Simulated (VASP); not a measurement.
Wanted: the native input for a VASP 6.6.1 run.

| Quantity | Value |
| --- | --- |
| Task | single point |
| Functional | r2SCANh |
| Potentials or basis | VASP PAW PBE potentials, release 64 (B, As) |
| Cutoff | 520 eV |
| k mesh | 6 × 4 × 3 |
| Occupations | fermi-dirac, width 0.05 eV |
| Spin | no spin polarisation |
| Dipole correction | no |
| Grid for exact exchange (PRECFOCK) | Normal |
| Further INCAR settings | ALGO = Normal; EDIFF = 1e-06; NBANDS = 11 |
| Share of exact exchange | 0.1 |

The system is BAs.

```
B As
1.0
     2.12755    0.00000    0.00000
     0.00000    3.17406    0.00000
     0.00000    0.00000    4.95098
B As
1 1
Direct
  0.00000 0.50000 0.00000
  0.50000 0.50000 0.50000
```

One way to write it, as run:

POSCAR

```
BAs
1.0
    2.1275493300      0.0000000000      0.0000000000
    0.0000000000      3.1740629400      0.0000000000
    0.0000000000      0.0000000000      4.9509801800
B As
1 1
Direct
    0.0000000000      0.5000000000      0.0000000000
    0.5000000000      0.5000000000      0.5000000000
```

INCAR.step1

```
SYSTEM = BAs
ALGO = Normal
EDIFF = 1E-5
ENCUT = 520
GGA = PE
ISIF = 2
ISMEAR = -1
LASPH = .TRUE.
LCHARG = .FALSE.
LREAL = .FALSE.
LWAVE = .TRUE.
NBANDS = 11
NELM = 60
PREC = Accurate
SIGMA = 0.05
```

INCAR.step2

```
SYSTEM = BAs
AEXX = 0.1
ALGO = Normal
EDIFF = 1E-6
ENCUT = 520
ISIF = 2
ISMEAR = -1
ISTART = 1
LASPH = .TRUE.
LCHARG = .FALSE.
LHFCALC = .TRUE.
LMIXTAU = .TRUE.
LREAL = .FALSE.
LWAVE = .FALSE.
METAGGA = R2SCAN
NBANDS = 11
NELM = 60
PREC = Accurate
PRECFOCK = Normal
SIGMA = 0.05
```

KPOINTS

```
k-points
0
G
  6 4 3
  0 0 0
```

Potentials or basis: VASP PAW PBE potentials, release 64 (B, As).

The run is started by

```bash
$ cat potpaw_PBE.64/B/POTCAR potpaw_PBE.64/As/POTCAR > POTCAR
$ cp INCAR.step1 INCAR
$ mpirun -np 1 vasp_std > vasp.out
$ cp INCAR.step2 INCAR
$ mpirun -np 1 vasp_std > vasp.out
```

It gave:

* Pressure: 6.4 GPa
* Band gap on the k mesh: zero (bands 4 and 5 overlap by 3.12 eV)

Caveat: the k points lie up to 0.49 Å⁻¹ apart, too coarse for converged energies and pressures of a metal; the PAW data sets were made with another functional, which shifts forces and pressure a little.

Wall time 2 min on 1 thread of Intel(R) Xeon(R) Platinum 8488C (Sapphire Rapids) (shared host), peak memory 0.16 GiB.
